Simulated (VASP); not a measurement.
Here is a VASP 6.6.1 calculation.

The input INCAR:

```
SYSTEM = AlN
PREC     = Accurate       ! precision mode
ENCUT    = 520            ! plane-wave cutoff, eV
EDIFF    = 1E-7           ! SCF threshold, eV
ISMEAR   = 0              ! smearing method
SIGMA    = 0.05           ! smearing width, eV
LREAL    = .FALSE.        ! projectors in reciprocal space
LASPH    = .TRUE.         ! aspherical terms in the spheres
NELM     = 100            ! most SCF steps
ALGO     = Normal         ! electronic algorithm
ISIF     = 2              ! what is computed and relaxed
LWAVE    = .FALSE.        ! write WAVECAR
LCHARG   = .FALSE.        ! write CHGCAR
NBANDS   = 16             ! bands
```

The input KPOINTS:

```
regular mesh
0
G
  9 9 6
  0 0 0
```

The input POSCAR:

```
AlN
1.0
    3.0113999106      0.0000000000      0.0000000000
   -1.5056999553      2.6079488235      0.0000000000
    0.0000000000      0.0000000000      4.8199946833
Al N
2 2
Direct
    0.3333333333      0.6666666667      0.0015210182
    0.6666666667      0.3333333333      0.5015210182
    0.3333333333      0.6666666667      0.3834789818
    0.6666666667      0.3333333333      0.8834789818
```

Potentials or basis: VASP PAW LDA potentials, release 64 (Al, N).

Run with:

```sh
$ cat potpaw_LDA.64/Al/POTCAR potpaw_LDA.64/N/POTCAR > POTCAR
$ mpirun -np 1 vasp_std > vasp.out
```

**Question.** What does it give for the band gap on the k mesh?

**Answer.** 4.92 eV, indirect (least direct gap 5.12 eV).

**Question.** Estimate the pressure.

**Answer.** 19.5 GPa.

**Question.** Predict the largest force.

**Answer.** 0.036 eV/Å.

Stress tensor (GPa, compression positive):
```
19.99  0.00  0.00
 0.00 19.99  0.00
 0.00  0.00 18.60
```

A k mesh can miss the band edges.
